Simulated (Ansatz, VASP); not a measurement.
One calculation of InAs, two programs

INCAR

```
ALGO = Normal ; EDIFF = 1E-7
ENCUT = 520 ; GGA = PS
ISIF = 2 ; ISMEAR = 0
LASPH = T ; LCHARG = F
LREAL = F ; LWAVE = F
NBANDS = 16 ; NELM = 60
PREC = Accurate ; SIGMA = 0.15
```

The input KPOINTS:

```
k-points
0
Gamma
  14 14 14
```

The input POSCAR:

```
InAs
1.0
    0.0000000000      2.8773040000      2.8773040000
    2.8773040000      0.0000000000      2.8773040000
    2.8773040000      2.8773040000      0.0000000000
In As
1 1
Direct
    0.5000000000      0.5000000000      0.5000000000
    0.0000000000      0.0000000000      0.0000000000
```

Input for Ansatz:

```yaml
crystal:
  lattice:
    - [0.0, 2.877304, 2.877304]
    - [2.877304, 0.0, 2.877304]
    - [2.877304, 2.877304, 0.0]
  atoms:
    - { symbol: In, position: [0.5, 0.5, 0.5] }
    - { symbol: As, position: [0.0, 0.0, 0.0] }
basis:
  ecutwfc: 420
kpoints:
  mp_grid: { grid: [14, 14, 14] }
hamiltonian:
  xc: pbesol
scf:
  occupations: { method: gaussian, width: 0.15 }
output:
  forces: true
  stress: true
  eigenvalues: true
```

Alike in both runs: task single point; functional PBEsol; k mesh 14 × 14 × 14; occupations gaussian, width 0.15 eV; no spin polarisation.

|  | VASP | Ansatz |
| --- | --- | --- |
| version | VASP 6.6.1 | Ansatz 0.2.0 |
| potentials or method | VASP PAW PBE potentials, release 64 (In_d, As), cutoff 520 eV | scalar-relativistic, plane waves, PAW |
| valence electrons in the cell | 18 | 28 |

```tsv
	VASP	Ansatz	Ansatz less VASP
gap on the k mesh at the Fermi level (eV)	none	none	-
pressure (GPa)	-3.3	-3.4	-0.09
```

VASP's potentials were made for PBE, not for PBEsol. A gap of «none» marks a metal or a gap that the smearing closes. The functional is the same, so the differences come from potentials, cutoffs and numerics. VASP's potentials hold 18 valence electrons a cell and Ansatz's 28, so a difference there can come from the potentials and not from the codes.
